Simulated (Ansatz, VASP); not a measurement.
**In2SnTe2: VASP beside Ansatz**

```
In Sn Te
1.0
     4.29938    0.00000    0.00000
     0.00000    4.29938    0.00000
     0.00000    0.00000    9.19655
In Sn Te
2 1 2
Direct
  0.00000 0.00000 0.66684
  0.00000 0.00000 0.33316
  0.50000 0.50000 0.50000
  0.00000 0.00000 0.00000
  0.50000 0.50000 0.00000
```

Alike in both runs: functional PBE; k mesh 10 × 10 × 4; occupations gaussian, width 0.1 eV; no spin polarisation.

Ansatz relaxed the structure, and its values are those at the end. VASP's run is a single point on that final structure, the one shown.

|  | VASP | Ansatz |
| --- | --- | --- |
| version | VASP 6.6.1 | Ansatz 0.2.0 |
| potentials or method | VASP PAW PBE potentials, release 64 (In_d, Sn_d, Te), cutoff 520 eV | scalar-relativistic, plane waves, PAW |
| valence electrons in the cell | 52 | 72 |

```csv
,VASP,Ansatz,Ansatz less VASP
gap on the k mesh at the Fermi level (eV),none,none,-
pressure (GPa),0.0,0.0,+0.03
```

A gap of «none» marks a metal or a gap that the smearing closes. VASP's potentials hold 52 valence electrons a cell and Ansatz's 72, so a difference there can come from the potentials and not from the codes.

Spin-orbit coupling is off throughout.
